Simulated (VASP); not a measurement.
# BN in VASP: notebook, part 2 of 2

VASP 6.6.1. Earlier steps stand in the parts before.

### Step 5. Single point, PBE (volume scaled by 1.02)

INCAR reads:

```
PREC = Accurate ; ENCUT = 520
EDIFF = 1E-6 ; ISMEAR = -1
SIGMA = 0.05 ; LREAL = False
LASPH = True ; NELM = 100
ALGO = Normal ; ISIF = 2
LWAVE = False ; LCHARG = False
GGA = PE ; NBANDS = 16
```

KPOINTS reads:

```
regular mesh
0
Gamma
  12 12 4
```

POSCAR reads:

```
BN
1.0
    2.5147851179      0.0000000000      0.0000000000
   -1.2573925590      2.1778677972      0.0000000000
    0.0000000000      0.0000000000      6.6796463138
N B
2 2
Direct
    0.6666666667      0.3333333333      0.2500000000
    0.3333333333      0.6666666667      0.7500000000
    0.6666666667      0.3333333333      0.7500000000
    0.3333333333      0.6666666667      0.2500000000
```

Potentials or basis: VASP PAW PBE potentials, release 64 (N, B).

Started as:

```
$ cat potpaw_PBE.64/N/POTCAR potpaw_PBE.64/B/POTCAR > POTCAR
$ mpirun -np 1 vasp_std > vasp.out
```

OUTCAR:

```text
PREC = Accurate
   ENCUT = 520
   EDIFF = 1E-6
   ISMEAR = -1
   LREAL = False
   LASPH = True
   NELM = 100
   ISIF = 2
   GGA = PE

 ion  position               nearest neighbor table
   1  0.667  0.333  0.250-   4 1.45   4 1.45   4 1.45
   2  0.333  0.667  0.750-   3 1.45   3 1.45   3 1.45
   3  0.667  0.333  0.750-   2 1.45   2 1.45   2 1.45
   4  0.333  0.667  0.250-   1 1.45   1 1.45   1 1.45

  LATTYP: Found a hexagonal cell.
 ALAT       =     2.5147851179
 C/A-ratio  =     2.6561499296

  Lattice vectors:

 A1 = (   2.5147851179,   0.0000000000,   0.0000000000)
 A2 = (  -1.2573925590,   2.1778677972,   0.0000000000)
 A3 = (   0.0000000000,   0.0000000000,   6.6796463138)

Analysis of symmetry for initial positions (statically):
=====================================================================
 Subroutine PRICEL returns:
 Original cell was already a primitive cell.

 Routine SETGRP: Setting up the symmetry group for a
 hexagonal supercell.

 Subroutine GETGRP returns: Found 24 space group operations
 (whereof 12 operations were pure point group operations)
 out of a pool of 24 trial point group operations.

The static configuration has the point symmetry D_3d.
 The point group associated with its full space group is D_6h.

Analysis of symmetry for dynamics (positions and initial velocities):
=====================================================================
 Subroutine PRICEL returns:
 Original cell was already a primitive cell.

 Routine SETGRP: Setting up the symmetry group for a
 hexagonal supercell.

 Subroutine GETGRP returns: Found 24 space group operations
 (whereof 12 operations were pure point group operations)
[... 123 lines left out ...]
   EFERMI_NEDOS =   21; number of points for ismear=-14 and -15
   IALGO  =     38    algorithm
   IMIX   =      4    mixing-type and parameters
     AMIX     =   0.40;   BMIX     =  1.00
     AMIX_MAG =   1.60;   BMIX_MAG =  1.00
  volume/ion in A,a.u.               =       9.15        61.72
  Fermi-wavevector in a.u.,A,eV,Ry     =   1.242662  2.348290 21.010223  1.544208
  Thomas-Fermi vector in A             =   2.377006
   LORBIT       =      0    0 simple, 1 ext, 2 COOP (PROOUT), +10 PAW based schemes
   GGA     = PE    functional components
   LHFCALC =     F    Hartree Fock is set to
   AEXX    =    0.0000 exact exchange contribution
   IVDW    =     0    specifies the selected vdW correction
   LEPSILON=     F    determine dielectric tensor
   LRPA    =     F    only Hartree local field effects (RPA)
 non-spin polarized calculation
  energy-cutoff  :      520.00
  volume of cell :       36.58
 maximum number of plane-waves:      1000
 NGX is ok and might be reduce to    20

 number of electron      15.9999999 magnetization

 Free energy of the ion-electron system (eV)
  ---------------------------------------------------
  ext. energy  EPLUGINS =         0.00000000
  ---------------------------------------------------
  free energy    TOTEN  =       -35.15957883 eV

  energy without entropy =      -35.15957883  energy(sigma->0) =      -35.15957883

 E-fermi :   3.2750     XC(G=0): -10.0048

 val. band max:        2.1708649136   @ k =   0.3333   0.3333   0.5000
 cond. band min:       6.4346097281   @ k =   0.5000  -0.0000   0.0000
 fundamental gap:      4.2637448145
 Fermi energy:         3.2749741859

 k-point     1 :       0.0000    0.0000    0.0000
  band No.  band energies     occupation
      1     -15.5452      2.00000
      2     -15.2627      2.00000
      3      -3.9537      2.00000
      4      -1.8794      2.00000
      5       0.8258      2.00000
      6       0.8258      2.00000
[... 433 lines left out ...]
      3      -4.6869      2.00000
      4      -4.6315      2.00000
      5      -1.3942      2.00000
      6      -1.3523      2.00000
[... 8 lines left out ...]
     15      18.8048      0.00000
     16      20.5579      0.00000

 [... further k-points ...]

------------------------ aborting loop because EDIFF is reached ----------------------------------------

  FORCE on cell =-STRESS in cart. coord.  units (eV):
  Direction    XX          YY          ZZ          XY          YZ          ZX
  --------------------------------------------------------------------------------------
  -------------------------------------------------------------------------------------
  Total       -0.1976122     -0.1976122      0.5929480      0.0000000     -0.0000000      0.0000000
  in kB       -8.6544282     -8.6544282     25.9681691      0.0000000     -0.0000000      0.0000000
  external PRESSURE =       2.8864376 kB  Pullay stress =       0.0000000 kB

 VOLUME and BASIS-vectors are now :
 -----------------------------------------------------------------------------
  energy-cutoff  :      520.00
  volume of cell :       36.58
      direct lattice vectors                 reciprocal lattice vectors
     2.514785118  0.000000000  0.000000000     0.397648289  0.229582347  0.000000000
    -1.257392559  2.177867797  0.000000000     0.000000000  0.459164694  0.000000000
     0.000000000  0.000000000  6.679646314     0.000000000  0.000000000  0.149708525

 POSITION                                       TOTAL-FORCE (eV/Angst)
 -----------------------------------------------------------------------------------
      1.25739      0.72596      1.66991        -0.000000      0.000000      0.000000
     -0.00000      1.45191      5.00973         0.000000      0.000000      0.000000
      1.25739      0.72596      5.00973         0.000000     -0.000000      0.000000
     -0.00000      1.45191      1.66991        -0.000000      0.000000      0.000000
 -----------------------------------------------------------------------------------
    total drift:                               -0.000000      0.000000     -0.000000

  FREE ENERGIE OF THE ION-ELECTRON SYSTEM (eV)
  ---------------------------------------------------
  free  energy   TOTEN  =       -35.1595788259 eV

  energy  without entropy=      -35.1595788259  energy(sigma->0) =      -35.15957883
```

OSZICAR:

```text
N       E                     dE             d eps       ncg     rms          rms(c)
DAV:   1     0.490743511624E+02    0.49074E+02   -0.79089E+03  1824   0.921E+02
DAV:   2    -0.351804187910E+02   -0.84255E+02   -0.75187E+02  2608   0.216E+02
DAV:   3    -0.386172553995E+02   -0.34368E+01   -0.34154E+01  2488   0.425E+01
DAV:   4    -0.386398508893E+02   -0.22595E-01   -0.22593E-01  2224   0.390E+00
DAV:   5    -0.386400532620E+02   -0.20237E-03   -0.20237E-03  2432   0.352E-01    0.112E+01
DAV:   6    -0.354996067871E+02    0.31404E+01   -0.51625E+00  2320   0.174E+01    0.499E+00
DAV:   7    -0.352361059586E+02    0.26350E+00   -0.54357E-01  2472   0.540E+00    0.314E+00
DAV:   8    -0.351632716602E+02    0.72834E-01   -0.23256E-01  2336   0.321E+00    0.470E-01
DAV:   9    -0.351585244644E+02    0.47472E-02   -0.15012E-02  2120   0.995E-01    0.192E-01
DAV:  10    -0.351594670913E+02   -0.94263E-03   -0.13881E-03  2088   0.281E-01    0.355E-02
DAV:  11    -0.351595668216E+02   -0.99730E-04   -0.10204E-04  2240   0.814E-02    0.250E-02
DAV:  12    -0.351595786599E+02   -0.11838E-04   -0.29809E-05  2024   0.384E-02    0.286E-03
DAV:  13    -0.351595788259E+02   -0.16605E-06   -0.69962E-07  2032   0.662E-03
   1 F= -.35159579E+02 E0= -.35159579E+02  d E =-.242687E-10
```

stdout:

```text
POSCAR found type information on POSCAR N B
 POSCAR found :  2 types and       4 ions
 scaLAPACK will be used
 LDA part: xc-table for (Slater+PW92), standard interpolation
 POSCAR, INCAR and KPOINTS ok, starting setup
 FFT: planning ... GRIDC
 FFT: planning ... GRID_SOFT
 FFT: planning ... GRID
 WAVECAR not read
 entering main loop
```

It took 48 s on 1 thread of Intel Xeon 6975P-C, shared host; peak memory 0.16 GiB.

What came out:

| Property | Result |
| --- | --- |
| Free energy | -35.1596 eV |
| Pressure | 0.3 GPa |
| Band gap on the k mesh | 4.26 eV, indirect (least direct gap 4.61 eV) |

Caveat: this functional lacks dispersion, which binds the layers, so the pressure and a relaxed spacing across them are unreliable. A k mesh can miss the band edges.

### Step 6. Overview

```tsv
cell	gap on the mesh (eV)	pressure (GPa)
a = 2.498, b = 2.498, c = 6.636 Å, angles 90.0, 90.0, 120.0°, 4 atoms	4.29	5.1
a = 2.464, b = 2.464, c = 6.546 Å, angles 90.0, 90.0, 120.0°, 4 atoms	4.33	16.3
a = 2.515, b = 2.515, c = 6.680 Å, angles 90.0, 90.0, 120.0°, 4 atoms	4.26	0.3
```

Some of these runs hold the atoms at other places in the same cell, which the table doesn't show; runs alike in all that it shows share one row.

Alike in all rows: task single point; level PBE; potentials or basis VASP PAW PBE potentials, release 64 (N, B); no spin polarisation; k mesh 12 × 12 × 4; cutoff (eV) 520; smearing fermi-dirac 0.05 eV.

Caveats: this functional lacks dispersion, which binds the layers, so the pressure and a relaxed spacing across them are unreliable.

Absolute energies hang on the potentials; compare differences alone.
